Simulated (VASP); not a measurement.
**MnS: relaxation of cell and atoms with PBEsol+D3(BJ)**

MnS:

```
Mn S
1.0
     0.00000    2.60450    2.60450
     2.60450    0.00000    2.60450
     2.60450    2.60450    0.00000
Mn S
1 1
Direct
  0.00000 0.00000 0.00000
  0.50000 0.50000 0.50000
```

```yaml
Program: VASP 6.6.1
Task: relaxation of cell and atoms
Functional: PBEsol
Dispersion: D3(BJ)
Potentials_or_basis: VASP PAW PBE potentials, release 64 (Mn_pv, S)
Cutoff: 600 eV
k_mesh: 9 × 9 × 9
Occupations: fermi-dirac, width 0.05 eV
Spin: collinear spin, ferromagnetic start
Starting_moments: "[4.0, 0.0] μB"
Dipole_correction: no
Further_INCAR_settings: ALGO = Normal; EDIFF = 1e-07; IBRION = 2; EDIFFG = -0.01; NSW = 60; ISIF = 3
```

The relaxed volume is 14.41 Å³/atom, the relaxed cell is a = 3.441 Å, b = 3.441 Å, c = 3.441 Å, α = 60.00°, β = 60.00°, γ = 60.00° and the space group after relaxing (to 0.1 Å) is Fm-3m (No. 225). The energy gained by relaxing is 6.5 meV/atom and the ionic steps are 4. The pressure after relaxing is 0.0 GPa, the net moment is 3.93 μB per cell and the site moments are Mn +3.65; S +0.05 μB. The valence electrons inside the program's atomic spheres are Mn 11.56; S 3.73. The dispersion energy per atom is -0.299 eV.

Step by step:
| step | energy change (eV) | largest force (eV/Å) | pressure (GPa) | volume (Å³) |
| --- | --- | --- | --- | --- |
| 1 | 0.0000 | 0.0000 | -10.49 | 35.33 |
| 2 | -0.0033 | 0.0000 | -3.13 | 29.74 |
| 3 | -0.0053 | 0.0000 | 2.97 | 28.01 |
| 4 | -0.0129 | 0.0000 | -0.03 | 28.82 |

Final structure:
```yaml
crystal:
  lattice:
    - [0.00000, 2.43338, 2.43338]
    - [2.43338, 0.00000, 2.43338]
    - [2.43338, 2.43338, 0.00000]
  atoms:
    - { symbol: Mn, position: [0.00000, 0.00000, 0.00000] }
    - { symbol: S, position: [0.50000, 0.50000, 0.50000] }
```

Levels at points of the mesh, in eV from the Fermi level:
Spin up:
| k point | band 10 | band 11 | band 12 | band 13 | band 14 | band 15 |
| --- | --- | --- | --- | --- | --- | --- |
| (0.00, 0.00, 0.00) | -2.02 | -2.02 | -2.02 | 3.50 | 9.19 | 9.19 |
Spin down:
```
           k point  band 4  band 5  band 6  band 7  band 8  band 9  band 10  band 11  band 12  band 13
(0.00, 0.00, 0.00)  -15.75   -1.82   -1.82   -1.82   -0.39   -0.39    -0.39    -0.25    -0.25     4.24
```

It took 110 s on 1 thread of Intel(R) Xeon(R) 6975P-C (Granite Rapids), on a shared host, peak memory 0.22 GiB.

Caveat: the volume moved by over 15 % at a fixed basis, so the end points are rough; the PAW data sets were made with another functional, which shifts forces and pressure a little; a cell with one magnetic atom can't hold antiferromagnetic order, which such compounds often take; semilocal functionals often make such compounds metallic where correlation or magnetic order opens a gap, which also shifts bond lengths. With open d or f shells a metallic result of PBEsol can be an artefact of self-interaction; +U or a hybrid may open a gap.
